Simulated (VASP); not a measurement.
A run of VASP 6.6.1 is set up as follows.

Contents of INCAR:

```
ALGO = Fast ; EDIFF = 1E-6
ENCUT = 520 ; GGA = PE
ISIF = 2 ; ISMEAR = 0
LASPH = True ; LCHARG = True
LELF = True ; LREAL = False
LVHAR = True ; LWAVE = False
NBANDS = 26 ; NELM = 80
PREC = Accurate ; SIGMA = 0.1
```

The input KPOINTS:

```
k-points
0
Gamma
  8 6 6
```

The input POSCAR:

```
Rb
1.0
    4.7253701709      0.0000000000      0.0000000000
    0.0000000000      8.2773020792      0.0000000000
    0.0000000000      0.0000000000      8.5050554580
Rb
4
Direct
    0.0000000000      0.1633368639      0.2500000000
    0.5000000000      0.3366631361      0.7500000000
    0.5000000000      0.6633368639      0.2500000000
    0.0000000000      0.8366631361      0.7500000000
```

Potentials or basis: VASP PAW PBE potentials, release 64 (Rb_sv).

The run is started by

```bash
$ cat potpaw_PBE.64/Rb_sv/POTCAR > POTCAR
$ mpirun -np 1 vasp_std > vasp.out
```

Task: What does it give for the band gap on the k mesh?

Result: Zero (bands 18 and 19 overlap by 1.51 eV).

Task: What does it give for the pressure?

Result: 0.3 GPa.

Stress tensor (GPa, compression positive):
```
0.51 0.00 0.00
0.00 0.46 0.00
0.00 0.00 0.02
```

Caveat: the cell differs from its parent crystal (biaxial strain in the a-b plane: -6.0 %).
